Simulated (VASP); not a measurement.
Runs of VASP 6.6.1 on Sr2TeO. The structure is that of space group P4/mmm (No. 123), or close to it. The cells are those of the table. 

| task | level | cell | k mesh | cutoff (eV) | smearing | gap on the mesh (eV) | pressure (GPa) | relaxed volume (Å³/atom) |
| --- | --- | --- | --- | --- | --- | --- | --- | --- |
| single point | PBE | a = 4.356, b = 4.356, c = 6.172 Å, 4 atoms | 4 × 4 × 2 | 520 | gaussian 0.01 eV | 1.45 | (a) | - |
| single point | r2SCAN | a = 4.356, b = 4.356, c = 6.172 Å, 4 atoms | 6 × 6 × 4 | 520 | gaussian 0.01 eV | 1.82 | 0.1 | - |
| single point | PBE | a = 4.372, b = 4.372, c = 6.199 Å, 4 atoms | 6 × 6 × 4 | 520 | fermi-dirac 0.02 eV | 1.45 | 0.1 | - |
| single point | r2SCAN | a = 4.356, b = 4.356, c = 6.172 Å, 4 atoms | 6 × 6 × 4 | 520 | fermi-dirac 0.02 eV | 1.82 | 0.1 | - |
| relaxation of cell and atoms | r2SCAN | relaxed from a = 4.372, b = 4.372, c = 6.199 Å, 4 atoms | 6 × 6 × 4 | 600 | fermi-dirac 0.02 eV | 1.82 | 0.0 | 29.35 |
| relaxation of cell and atoms | PBE | relaxed from a = 4.246, b = 4.246, c = 6.005 Å, 4 atoms | 6 × 6 × 4 | 600 | fermi-dirac 0.02 eV | 1.45 | 0.0 | 29.70 |
| single point | PBE | a = 4.356, b = 4.356, c = 6.172 Å, 4 atoms | 6 × 6 × 4 | 520 | fermi-dirac 0.02 eV | 1.45 | 0.6 | - |

Alike in all rows: potentials or basis VASP PAW PBE potentials, release 64 (O, Sr_sv, Te); no spin polarisation.

Q: Fill in the values left out.

A: (a) 0.8.

Caveats: some runs use coarse meshes; spin-orbit coupling is left out, which moves the levels of the heavy elements; the PAW data sets were made with another functional, which shifts forces and pressure a little (at least some runs).

A k mesh can miss the band edges, and the runs leave out spin-orbit coupling on Sr, Te.
